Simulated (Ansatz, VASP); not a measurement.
# Two plane-wave programs on C

Contents of INCAR:

```
PREC = Accurate ; ENCUT = 520
EDIFF = 1E-6 ; ISMEAR = 0
SIGMA = 0.02 ; LREAL = F
LASPH = T ; NELM = 80
ALGO = Normal ; ISIF = 2
LWAVE = F ; LCHARG = F
GGA = PS ; IBRION = 2
NSW = 60 ; EDIFFG = -0.002
```

File KPOINTS:

```
Automatic mesh
0
Gamma
  9 9 6
```

File POSCAR:

```
C
1.0
    2.4612466107      0.0000000000      0.0000000000
   -1.2306233054      2.1315020899      0.0000000000
    0.0000000000      0.0000000000      4.1625633096
C
4
Direct
    0.3333333333      0.6666666667      0.0000573180
    0.6666666667      0.3333333333      0.5000573180
    0.3333333333      0.6666666667      0.3739426820
    0.6666666667      0.3333333333      0.8739426820
```

Input for Ansatz:

```yaml
crystal:
  lattice:
    - [2.4612466107, 0.0, 0.0]
    - [-1.2306233054, 2.1315020899, 0.0]
    - [0.0, 0.0, 4.1625633096]
  atoms:
    - { symbol: C, position: [0.3333333333, 0.6666666667, 5.7318e-05] }
    - { symbol: C, position: [0.6666666667, 0.3333333333, 0.500057318] }
    - { symbol: C, position: [0.3333333333, 0.6666666667, 0.373942682] }
    - { symbol: C, position: [0.6666666667, 0.3333333333, 0.873942682] }
basis:
  ecutwfc: 420
kpoints:
  mp_grid: { grid: [9, 9, 6] }
hamiltonian:
  xc: pbesol
  pseudopotentials: { kind: paw, azcp: { folder: soft_1 } }
scf:
  occupations: { method: gaussian, width: 0.02 }
output:
  forces: true
  stress: true
  eigenvalues: true
relax:
  adjacent_minimum: "off"
  f_tol: 0.002
  max_steps: 40
```

Change from the starting cell: strained cell.

Alike in both runs: task relaxation of the atoms; functional PBEsol; k mesh 9 × 9 × 6; occupations gaussian, width 0.02 eV; no spin polarisation.

```csv
,VASP,Ansatz
version,VASP 6.6.1,Ansatz 0.2.0
potentials or method,"VASP PAW PBE potentials, release 64 (C), cutoff 520 eV","scalar-relativistic, plane waves, PAW"
valence electrons in the cell,16,16
```

VASP gave:

| Quantity | Value |
| --- | --- |
| gap on the k mesh at the Fermi level, each at its own relaxed structure (eV) | 2.87 |

**Question.** Estimate Ansatz's values.

**Answer.** gap on the k mesh at the Fermi level, each at its own relaxed structure (eV): 2.89.

VASP's potentials were made for PBE, not for PBEsol, and Ansatz warns of the same on its side. Ansatz's warnings: stress scf threshold loose.
